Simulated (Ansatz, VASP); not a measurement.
Given: the input of a run of VASP 6.6.1 on Al2O3.

Contents of INCAR:

```
ALGO = Normal
EDIFF = 1E-6
EDIFFG = -0.01
ENCUT = 600
GGA = PE
IBRION = 2
ISIF = 3
ISMEAR = -1
IVDW = 13
LASPH = T
LCHARG = F
LREAL = F
LWAVE = F
NELM = 80
NSW = 60
PREC = Accurate
SIGMA = 0.05
```

Contents of KPOINTS:

```
k-points
0
Gamma
  7 7 7
```

POSCAR

```
Al2O3
1.0
    2.3802500000      1.3742379782      4.3318666667
   -2.3802500000      1.3742379782      4.3318666667
    0.0000000000     -2.7484759565      4.3318666667
Al O
4 6
Direct
    0.8521600000      0.8521600000      0.8521600000
    0.6478400000      0.6478400000      0.6478400000
    0.1478400000      0.1478400000      0.1478400000
    0.3521600000      0.3521600000      0.3521600000
    0.0566800000      0.7500000000      0.4433200000
    0.7500000000      0.4433200000      0.0566800000
    0.4433200000      0.0566800000      0.7500000000
    0.9433200000      0.2500000000      0.5566800000
    0.2500000000      0.5566800000      0.9433200000
    0.5566800000      0.9433200000      0.2500000000
```

Potentials or basis: VASP PAW PBE potentials, release 64 (Al, O).

The run is started by

```console
$ cat potpaw_PBE.64/Al/POTCAR potpaw_PBE.64/O/POTCAR > POTCAR
$ mpirun -np 1 vasp_std > vasp.out
```

Task: Set up the same calculation for Ansatz 0.2.0. Potentials there: Ansatz PAW.

Result: As run (the cutoff follows the program's own potentials):

File input.yaml:

```yaml
crystal:
  lattice:
    - [2.38025, 1.3742379782, 4.3318666667]
    - [-2.38025, 1.3742379782, 4.3318666667]
    - [0.0, -2.7484759565, 4.3318666667]
  atoms:
    - { symbol: Al, position: [0.85216, 0.85216, 0.85216] }
    - { symbol: Al, position: [0.64784, 0.64784, 0.64784] }
    - { symbol: Al, position: [0.14784, 0.14784, 0.14784] }
    - { symbol: Al, position: [0.35216, 0.35216, 0.35216] }
    - { symbol: O, position: [0.05668, 0.75, 0.44332] }
    - { symbol: O, position: [0.75, 0.44332, 0.05668] }
    - { symbol: O, position: [0.44332, 0.05668, 0.75] }
    - { symbol: O, position: [0.94332, 0.25, 0.55668] }
    - { symbol: O, position: [0.25, 0.55668, 0.94332] }
    - { symbol: O, position: [0.55668, 0.94332, 0.25] }
hamiltonian:
  xc: pbe
  pseudopotentials: { kind: paw }
  dispersion: d4
kpoints:
  mp_grid: { grid: [7, 7, 7] }
scf:
  occupations: { method: fermi_dirac, width: 0.05 }
output:
  forces: true
  stress: true
relax:
  f_tol: 0.01
  max_steps: 40
  cell: { stress_tol: 0.05 }
```

Potentials or basis: Ansatz PAW.

Run with:

```console
$ ansatz run input.yaml --threads 4 --pin off --max-ram 11264MiB --backend cpu --events-out ev --progress --plain --runs-dir out
```

Both were run:

|  | VASP | Ansatz | Ansatz less VASP |
| --- | --- | --- | --- |
| relaxed volume (Å³/atom) | 8.57 | 8.59 | +0.016 |
| relaxed cell length with the largest relative difference (Å) | 5.142 | 5.146 | +0.0034 |

Noted on Ansatz's run: odd divisions of the mesh miss points on the zone boundary, where band edges often lie, so the gap on the mesh can be too wide; the plane-wave basis is chosen anew once the cell has moved, so the energies of steps on either side of that aren't comparable.
